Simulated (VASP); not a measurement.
# W (I4/mmm) in VASP: notebook

W is run at these levels: LDA; tasks: single point.

Everything below comes from runs of VASP 6.6.1. Logs are shortened: lines on timing, memory, paths and dates and some standing lists are left out, and cuts for length are marked.

**1. The cell of the first run**

The structure is tetragonal, space group I4/mmm (No. 139). The conventional cell has a = 2.809 Å, b = 2.809 Å, c = 3.377 Å, α = 90.00°, β = 90.00°, γ = 90.00°. Within 3.4 Å of W (site symmetry 4/mmm) lie 14 W at 2.61 to 3.38 Å.

**2. Single point, LDA (engineering shear strain xz +0.0000, normal strain along z -0.1500)**

Input file INCAR:

```
SYSTEM = W
PREC = Accurate
ENCUT = 520
EDIFF = 1E-7
ISMEAR = 0
SIGMA = 0.15
LREAL = .FALSE.
LASPH = .TRUE.
NELM = 80
ALGO = Fast
ISIF = 2
LWAVE = .FALSE.
LCHARG = .FALSE.
NBANDS = 13
```

Input file KPOINTS:

```
regular mesh
0
G
  20 20 20
  0 0 0
```

Input file POSCAR:

```
W
1.0
    0.0000000000      1.9864787842      1.6885069666
    1.9864787842      0.0000000000      1.6885069666
    1.9864787842      1.9864787842      0.0000000000
W
1
Direct
    0.0000000000      0.0000000000      0.0000000000
```

Potentials or basis: VASP PAW LDA potentials, release 64 (W_sv).

On the command line:

```console
$ cat potpaw_LDA.64/W_sv/POTCAR > POTCAR
$ mpirun -np 1 vasp_std > vasp.out
```

OUTCAR:

```text
SYSTEM = W
   PREC = Accurate
   ENCUT = 520
   EDIFF = 1E-7
   ISMEAR = 0
   LREAL = .FALSE.
   LASPH = .TRUE.
   NELM = 80
   ISIF = 2

 ion  position               nearest neighbor table
   1  0.000  0.000  0.000-

  LATTYP: Found a body centered tetragonal cell.
 ALAT       =     2.8093052380
 C/A-ratio  =     1.2020815280

  Lattice vectors:

 A1 = (   0.0000000000,  -1.9864787842,  -1.6885069666)
 A2 = (   0.0000000000,   1.9864787842,  -1.6885069666)
 A3 = (   1.9864787842,   0.0000000000,   1.6885069666)

Analysis of symmetry for initial positions (statically):
=====================================================================
 Subroutine PRICEL returns:
 Original cell was already a primitive cell.

 Routine SETGRP: Setting up the symmetry group for a
 body centered tetragonal supercell.

 Subroutine GETGRP returns: Found 16 space group operations
 (whereof 16 operations were pure point group operations)
 out of a pool of 16 trial point group operations.

The static configuration has the point symmetry D_4h.

Analysis of symmetry for dynamics (positions and initial velocities):
=====================================================================
 Subroutine PRICEL returns:
 Original cell was already a primitive cell.

 Routine SETGRP: Setting up the symmetry group for a
 body centered tetragonal supercell.

 Subroutine GETGRP returns: Found 16 space group operations
 (whereof 16 operations were pure point group operations)
 out of a pool of 16 trial point group operations.

The dynamic configuration has the point symmetry D_4h.

 Subroutine INISYM returns: Found 16 space group operations
 (whereof 16 operations are pure point group operations),
 and found     1 'primitive' translations

----------------------------------------------------------------------------------------

                                     Primitive cell

  volume of cell :      13.3260

  direct lattice vectors                    reciprocal lattice vectors
     0.000000000  1.986478784  1.688506967    -0.251701656  0.251701656  0.296119596
     1.986478784  0.000000000  1.688506967     0.251701656 -0.251701656  0.296119596
[... 81 lines left out ...]
   ENCUT  =  520.0 eV  38.22 Ry    6.18 a.u.   4.85  4.85  5.22*2*pi/ulx,y,z
   NELM   =     80;   NELMIN=  2; NELMDL= -5     # of ELM steps
   EDIFF  = 0.1E-06   stopping-criterion for ELM
   LREAL  =      F    real-space projection
   EDIFFG = 0.1E-05   stopping-criterion for IOM
   NSW    =      0    number of steps for IOM
   IBRION =     -1    ionic relax: 0-MD 1-quasi-New 2-CG
   NFREE  =      0    steps in history (QN), initial steepest desc. (CG)
   ISIF   =      2    stress and relaxation
   ISYM   =      2    0-nonsym 1-usesym 2-fastsym
   POTIM  = 0.5000    time-step for ionic-motion
   TEBEG  =    0.0;   TEEND  =   0.0 temperature during run
   PSTRESS=    0.0 pullay stress
   NELECT =      14.0000    total number of electrons
   NUPDOWN=      -1.0000    fix difference up-down
   EMIN   =  10.00;   EMAX   =-10.00  energy-range for DOS
   EFERMI =   0.00;   METHOD = LEGACY
   ISMEAR =     0;   SIGMA  =   0.15  broadening in eV -4-tet -1-fermi 0-gaus
   EFERMI_NEDOS =   21; number of points for ismear=-14 and -15
   IALGO  =     68    algorithm
   IMIX   =      4    mixing-type and parameters
     AMIX     =   0.40;   BMIX     =  1.00
     AMIX_MAG =   1.60;   BMIX_MAG =  1.00
  volume/ion in A,a.u.               =      13.33        89.93
  Fermi-wavevector in a.u.,A,eV,Ry     =   1.664245  3.144967 37.684213  2.769712
  Thomas-Fermi vector in A             =   2.750822
   LORBIT       =      0    0 simple, 1 ext, 2 COOP (PROOUT), +10 PAW based schemes
   GGA     = CA    functional components
   LHFCALC =     F    Hartree Fock is set to
   AEXX    =    0.0000 exact exchange contribution
   IVDW    =     0    specifies the selected vdW correction
   LEPSILON=     F    determine dielectric tensor
   LRPA    =     F    only Hartree local field effects (RPA)
 non-spin polarized calculation
 RMM-DIIS sequential band-by-band and
 Gauss-broadening in eV      SIGMA  =   0.15
  energy-cutoff  :      520.00
  volume of cell :       13.33
 maximum number of plane-waves:       378
   NGX =  9   NGY =  9   NGZ = 11

 number of electron      14.0000000 magnetization

 Free energy of the ion-electron system (eV)
  ---------------------------------------------------
  ext. energy  EPLUGINS =         0.00000000
  ---------------------------------------------------
  free energy    TOTEN  =       -13.36111295 eV

  energy without entropy =      -13.35300862  energy(sigma->0) =      -13.35706079

 E-fermi :  14.0015     XC(G=0): -14.8230

 val. band max:       13.9961589943   @ k =  -0.3000   0.2500   0.1000
 cond. band min:      14.0016471859   @ k =   0.5000  -0.0000   0.3500
 fundamental gap:      0.0054881916
 Fermi energy:        14.0014595011

 k-point     1 :       0.0000    0.0000    0.0000
  band No.  band energies     occupation
      1     -59.5195      2.00000
      2     -22.9754      2.00000
      3     -22.9754      2.00000
      4     -22.9486      2.00000
      5       3.6038      2.00000
      6      12.0198      2.00000
      7      12.0198      2.00000
      8      14.4303      0.00005
      9      14.6107      0.00000
     10      17.8227      0.00000
     11      27.0379      0.00000
     12      30.6928      0.00000
     13      30.6928      0.00000
[... 354 lines left out ...]
  band No.  band energies     occupation
      1     -59.2874      2.00000
      2     -24.8584      2.00000
      3     -23.4093      2.00000
      4     -23.0909      2.00000
      5       6.9059      2.00000
      6      11.2536      2.00000
      7      12.7348      2.00000
      8      14.3523      0.00094
      9      18.4109      0.00000
     10      18.6214      0.00000
     11      27.1239      0.00000
     12      30.2302      0.00000
     13      37.8560      0.00000

 [... further k-points ...]
[... 5 lines left out ...]
  --------------------------------------------------------------------------------------
  -------------------------------------------------------------------------------------
  Total        7.3693819      7.3693819      3.6283813      0.0000000      0.0000000      0.0000000
  in kB      886.0147041    886.0147041    436.2372886      0.0000000      0.0000000      0.0000000
  external PRESSURE =     736.0888989 kB  Pullay stress =       0.0000000 kB

 VOLUME and BASIS-vectors are now :
 -----------------------------------------------------------------------------
  energy-cutoff  :      520.00
  volume of cell :       13.33
      direct lattice vectors                 reciprocal lattice vectors
     0.000000000  1.986478784  1.688506967    -0.251701656  0.251701656  0.296119596
     1.986478784  0.000000000  1.688506967     0.251701656 -0.251701656  0.296119596
     1.986478784  1.986478784  0.000000000     0.251701656  0.251701656 -0.296119596

 POSITION                                       TOTAL-FORCE (eV/Angst)
 -----------------------------------------------------------------------------------
      0.00000      0.00000      0.00000         0.000000     -0.000000      0.000000
 -----------------------------------------------------------------------------------
    total drift:                                0.000000     -0.000000     -0.000000

  FREE ENERGIE OF THE ION-ELECTRON SYSTEM (eV)
  ---------------------------------------------------
  free  energy   TOTEN  =       -13.3611129521 eV

  energy  without entropy=      -13.3530086210  energy(sigma->0) =      -13.35706079
```

OSZICAR:

```text
N       E                     dE             d eps       ncg     rms          rms(c)
DAV:   1     0.834701949829E+02    0.83470E+02   -0.74407E+03 16814   0.126E+03
DAV:   2    -0.123605888798E+02   -0.95831E+02   -0.92044E+02 18516   0.321E+02
DAV:   3    -0.138905967460E+02   -0.15300E+01   -0.15257E+01 18491   0.391E+01
DAV:   4    -0.138955890961E+02   -0.49924E-02   -0.49922E-02 18776   0.245E+00
DAV:   5    -0.138956211326E+02   -0.32036E-04   -0.32037E-04 18731   0.185E-01    0.286E+01
RMM:   6    -0.134934533839E+02    0.40217E+00   -0.23169E-01 17842   0.452E+00    0.133E+01
RMM:   7    -0.133647875183E+02    0.12867E+00   -0.19006E-01 18294   0.412E+00    0.360E-01
RMM:   8    -0.133610540920E+02    0.37334E-02   -0.81156E-03 20963   0.107E+00    0.129E-01
RMM:   9    -0.133610988603E+02   -0.44768E-04   -0.11456E-03 20434   0.430E-01    0.476E-02
RMM:  10    -0.133611156559E+02   -0.16796E-04   -0.12614E-04 22592   0.147E-01    0.170E-02
RMM:  11    -0.133611120614E+02    0.35945E-05   -0.43157E-05 20908   0.807E-02    0.694E-03
RMM:  12    -0.133611127881E+02   -0.72664E-06   -0.92439E-06 21764   0.378E-02    0.194E-03
RMM:  13    -0.133611129121E+02   -0.12400E-06   -0.15712E-06 18368   0.146E-02    0.150E-03
RMM:  14    -0.133611129521E+02   -0.40038E-07   -0.43088E-07 15680   0.721E-03
   1 F= -.13361113E+02 E0= -.13357061E+02  d E =-.810433E-02
```

stdout:

```text
POSCAR found type information on POSCAR W
 POSCAR found :  1 types and       1 ions
 scaLAPACK will be used
 LDA part: xc-table for (Slater(with rela. corr.)+CA(PZ))
 , standard interpolation
 POSCAR, INCAR and KPOINTS ok, starting setup
 FFT: planning ... GRIDC
 FFT: planning ... GRID_SOFT
 FFT: planning ... GRID
 WAVECAR not read
 entering main loop
WARNING in EDDRMM: call to ZHEGV failed, returncode =   8  4     12
WARNING in EDDRMM: call to ZHEGV failed, returncode =   8  4     12
WARNING in EDDRMM: call to ZHEGV failed, returncode =   6  3     13
WARNING in EDDRMM: call to ZHEGV failed, returncode =   8  4     13
```

Wall time 3.7 min (1 thread of Intel Xeon 8259CL, shared host); peak memory 0.22 GiB.

What came out:

| Item | Value |
| --- | --- |
| Free energy | -13.3611 eV |
| Pressure | 73.6 GPa |
| Band gap on the k mesh | zero (bands 7 and 8 overlap by 7.33 eV) |

Stress tensor (GPa, compression positive):
```
88.60  0.00  0.00
 0.00 88.60  0.00
 0.00  0.00 43.62
```

Caveat: the cell differs from its parent crystal (engineering shear strain xz +0.0000, normal strain along z -0.1500); the stress differs along the axes, from 44 to 89 GPa; spin-orbit coupling is left out, which moves the levels of the heavy elements.

(Part 1 of 2 ends here.)
